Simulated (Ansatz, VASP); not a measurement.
Tl: VASP beside Ansatz

The input INCAR:

```
PREC     = Accurate       # precision mode
ENCUT    = 520            # plane-wave cutoff, eV
EDIFF    = 1E-7           # SCF threshold, eV
ISMEAR   = -1             # smearing method
SIGMA    = 0.05           # smearing width, eV
LREAL    = F              # projectors in reciprocal space
LASPH    = T              # aspherical terms in the spheres
NELM     = 100            # most SCF steps
ALGO     = Normal         # electronic algorithm
ISIF     = 2              # what is computed and relaxed
LWAVE    = F              # write WAVECAR
LCHARG   = F              # write CHGCAR
GGA      = PE             # functional
NBANDS   = 12             # bands
```

File KPOINTS:

```
Automatic mesh
0
Gamma
  9 9 9
```

File POSCAR:

```
Tl
1.0
    0.0000000000      2.4663412330      2.4663412330
    2.4663412330      0.0000000000      2.4663412330
    2.4663412330      2.4663412330      0.0000000000
Tl
1
Direct
    0.0000000000      0.0000000000      0.0000000000
```

The input input.yaml:

```yaml
crystal:
  lattice:
    - [0.0, 2.466341233, 2.466341233]
    - [2.466341233, 0.0, 2.466341233]
    - [2.466341233, 2.466341233, 0.0]
  atoms:
    - { symbol: Tl, position: [0.0, 0.0, 0.0] }
kpoints:
  mp_grid: { grid: [9, 9, 9] }
scf:
  occupations: { method: fermi_dirac, width: 0.05 }
hamiltonian:
  xc: pbe
  pseudopotentials: { kind: all_electron, lapw: { basis_error: 0.001 } }
output:
  forces: true
  stress: true
  eigenvalues: true
  populations: true
```

Alike in both runs: task single point; functional PBE; k mesh 9 × 9 × 9; occupations fermi-dirac, width 0.05 eV; no spin polarisation.

```csv
,VASP,Ansatz
version,VASP 6.6.1,Ansatz 0.2.0
potentials or method,"VASP PAW PBE potentials, release 64 (Tl_d), cutoff 520 eV","all-electron LAPW, scalar-relativistic"
```

Ansatz gave:

* gap on the k mesh at the Fermi level (eV): none
* pressure (GPa): 1.2

Which values does VASP return?

gap on the k mesh at the Fermi level (eV): none; pressure (GPa): 1.1.

A gap of «none» marks a metal or a gap that the smearing closes. Ansatz ran all-electron here, and VASP with PAW potentials.

Spin-orbit coupling is off throughout.
